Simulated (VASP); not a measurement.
The system is CdF2.

```xyz
3
Lattice="0.0000 2.8402 2.6942 2.8402 0.0000 2.6942 2.8402 2.8402 0.0000" Properties=species:S:1:pos:R:3 pbc="T T T"
Cd    0.0000    0.0000    0.0000
F     1.4201    1.4201    1.3471
F     4.2603    4.2603    4.0413
```

This cell differs from its parent crystal: biaxial xy strain +5.4%.

Base run:

```yaml
Program: VASP 6.6.1
Functional: PBE
Potentials_or_basis: VASP PAW PBE potentials, release 64 (Cd, F)
Cutoff: 520 eV
k_mesh: 8 × 8 × 8
Occupations: fermi-dirac, width 0.02 eV
Spin: no spin polarisation
```

Its results: band gap on the k mesh 2.59 eV (least direct gap 3.13 eV); pressure -4.1 GPa.

**Question.** The run is repeated on the same cell with these changes: functional from PBE to r2SCAN; occupations from fermi-dirac, width 0.02 eV to gaussian, width 0.01 eV. What comes out?

**Answer.** Band gap on the k mesh 3.26 eV (least direct gap 3.81 eV); pressure -8.8 GPa.

Caveats: the stress differs along the axes, from -6 to -1 GPa (at least some runs); the stress differs along the axes, from -11 to -5 GPa (at least some runs); the PAW data sets were made with another functional, which shifts forces and pressure a little (at least some runs).

A k mesh can miss the band edges.
